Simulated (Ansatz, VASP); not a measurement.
**Nb: VASP beside Ansatz**

```xyz
4
Lattice="3.2197 0.0000 0.0000 -1.6099 2.7884 0.0000 0.0000 0.0000 8.7692" Properties=species:S:1:pos:R:3 pbc="T T T"
Nb    0.0000    0.0000    2.1923
Nb    0.0000    0.0000    6.5769
Nb    0.0000    1.8589    6.5769
Nb    1.6099    0.9295    2.1923
```

Alike in both runs: task relaxation of cell and atoms; functional PBE; k mesh 6 × 6 × 2; occupations gaussian, width 0.1 eV; no spin polarisation.

|  | VASP | Ansatz |
| --- | --- | --- |
| version | VASP 6.6.1 | Ansatz 0.2.0 |
| potentials or method | VASP PAW PBE potentials, release 64 (Nb_sv), cutoff 600 eV | scalar-relativistic, plane waves, PAW |
| valence electrons in the cell | 52 | 52 |

```tsv
	VASP	Ansatz	Ansatz less VASP
gap on the k mesh at the Fermi level, each at its own relaxed structure (eV)	none	none	-
relaxed volume (Å³/atom)	21.24	21.35	+0.118
relaxed length of the cell vector where the two differ most in proportion (Å)	4.571	4.588	+0.0165
```

A gap of «none» marks a metal or a gap that the smearing closes.

The k mesh is coarse, so the values compare programs but aren't converged.
